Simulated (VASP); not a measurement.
Write the native input for VASP 6.6.1 that does the following.

```
Task                            : G0W0 quasiparticle levels
Functional                      : PBE
Potentials or basis             : VASP PAW PBE potentials, release 64 (Ga_d_GW, N_GW)
Cutoff                          : 500 eV
k mesh                          : 4 × 4 × 4
Occupations                     : gaussian, width 0.01 eV
Spin                            : no spin polarisation
Dipole correction               : no
GW scheme                       : G0W0
GW iterations                   : 1
Cutoff of the response function : 100
Frequency points                : 48
Empty bands                     : 150
Further INCAR settings          : ALGO = EVGW0; EDIFF = 1e-08; NBANDS = 159
```

Crystal: GaN.

```
CELL_PARAMETERS angstrom
0.00000 2.24895 2.24895
2.24895 0.00000 2.24895
2.24895 2.24895 0.00000
ATOMIC_POSITIONS crystal
Ga 0.00000 0.00000 0.00000
N 0.25000 0.25000 0.25000
```

One way to write it, as run:

POSCAR

```
GaN
1.0
    0.0000000000      2.2489525415      2.2489525415
    2.2489525415      0.0000000000      2.2489525415
    2.2489525415      2.2489525415      0.0000000000
Ga N
1 1
Direct
    0.0000000000      0.0000000000      0.0000000000
    0.2500000000      0.2500000000      0.2500000000
```

INCAR.step1

```
ALGO = Normal ; EDIFF = 1E-8
ENCUT = 500 ; GGA = PE
ISMEAR = 0 ; LASPH = True
LCHARG = False ; LREAL = False
LWAVE = True ; NELM = 60
PREC = Accurate ; SIGMA = 0.01
```

INCAR.step2

```
ALGO = Exact ; EDIFF = 1E-8
ENCUT = 500 ; GGA = PE
ISMEAR = 0 ; ISTART = 1
LASPH = True ; LCHARG = False
LOPTICS = True ; LREAL = False
LWAVE = True ; NBANDS = 159
NELM = 1 ; PREC = Accurate
SIGMA = 0.01
```

INCAR.step3

```
ALGO = EVGW0 ; EDIFF = 1E-8
ENCUT = 500 ; ENCUTGW = 100.0
GGA = PE ; ISMEAR = 0
ISTART = 1 ; LASPH = True
LCHARG = False ; LREAL = False
LWAVE = False ; NBANDS = 159
NBANDSGW = 17 ; NELMGW = 1
NOMEGA = 48 ; PREC = Accurate
PRECFOCK = Fast ; SIGMA = 0.01
```

KPOINTS

```
k-points
0
Gamma
  4 4 4
```

Potentials or basis: VASP PAW PBE potentials, release 64 (Ga_d_GW, N_GW).

Launch:

```sh
$ cat potpaw_PBE.64/Ga_d_GW/POTCAR potpaw_PBE.64/N_GW/POTCAR > POTCAR
$ cp INCAR.step1 INCAR
$ mpirun -np 1 vasp_std > vasp.out
$ cp INCAR.step2 INCAR
$ mpirun -np 1 vasp_std > vasp.out
$ cp INCAR.step3 INCAR
$ mpirun -np 1 vasp_std > vasp.out
```

It gave:

* Quasiparticle gap: 2.76 eV
* Least direct quasiparticle gap: 2.76 eV
* Band gap of the starting levels on the mesh: 1.75 eV
* Least direct gap of the starting levels on the mesh: 1.75 eV

Caveat: the k points lie up to 0.60 Å⁻¹ apart; bands, screening cutoff and mesh are small and nothing is extrapolated, so the quasiparticle values aren't converged.

Wall time 68 s on 1 thread of Intel(R) Xeon(R) Platinum 8488C (Sapphire Rapids), with other jobs on the host, peak memory 0.25 GiB.
